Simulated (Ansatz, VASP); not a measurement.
**CdF2: VASP beside Ansatz**

INCAR

```
SYSTEM = CdF2
PREC = Accurate ; ENCUT = 520
EDIFF = 1E-8 ; ISMEAR = -1
SIGMA = 0.02 ; LREAL = .FALSE.
LASPH = .TRUE. ; NELM = 120
ALGO = Normal ; ISIF = 2
LWAVE = .FALSE. ; LCHARG = .FALSE.
LEFG = .TRUE. ; NBANDS = 24
GGA_COMPAT = .FALSE.
```

The input KPOINTS:

```
regular mesh
0
G
  8 8 8
  0 0 0
```

Contents of POSCAR:

```
CdF2
1.0
   -0.0269400000      2.6805300000      2.6805300000
    2.6805300000     -0.0269400000      2.6805300000
    2.6805300000      2.6805300000     -0.0269400000
Cd F
1 2
Direct
    0.0000000000      0.0000000000      0.0000000000
    0.2500000000      0.2500000000      0.2500000000
    0.7500000000      0.7500000000      0.7500000000
```

Input for Ansatz:

```yaml
crystal:
  lattice:
    - [-0.02694, 2.68053, 2.68053]
    - [2.68053, -0.02694, 2.68053]
    - [2.68053, 2.68053, -0.02694]
  atoms:
    - { symbol: Cd, position: [0.0, 0.0, 0.0] }
    - { symbol: F, position: [0.25, 0.25, 0.25] }
    - { symbol: F, position: [0.75, 0.75, 0.75] }
kpoints:
  mp_grid: { grid: [8, 8, 8] }
scf:
  occupations: { method: fermi_dirac, width: 0.02 }
hamiltonian:
  xc: lda
  pseudopotentials: { kind: paw }
output:
  forces: true
  stress: true
  eigenvalues: true
  efg: { contact_densities: true }
```

Change from the starting cell: equal xy, yz and zx shear strains of -1 %, PAW files.

Alike in both runs: task electric field gradients; functional LDA; k mesh 8 × 8 × 8; occupations fermi-dirac, width 0.02 eV; no spin polarisation.

```csv
,VASP,Ansatz
version,VASP 6.6.1,Ansatz 0.2.0
potentials or method,"VASP PAW LDA potentials, release 64 (Cd_sv_GW, F)","PAW with Ansatz's default frozen-core files, scalar-relativistic"
plane-wave cutoff (eV),520,420
valence electrons in the cell,34,34
```

```csv
,VASP,Ansatz,Ansatz less VASP
gap on the k mesh at the Fermi level (eV),2.81,2.81,+0.001
rms of the force components (eV/Å),0.011,0.010,-0.0015
size of Vzz on the site where it differs most (V/Å²),9.5,9.6,+0.03
```

LDA's correlation is that of Perdew and Zunger in VASP and of Perdew and Wang (1992) in Ansatz. Atom by atom the forces differ by 0.001 eV/Å (rms over components).
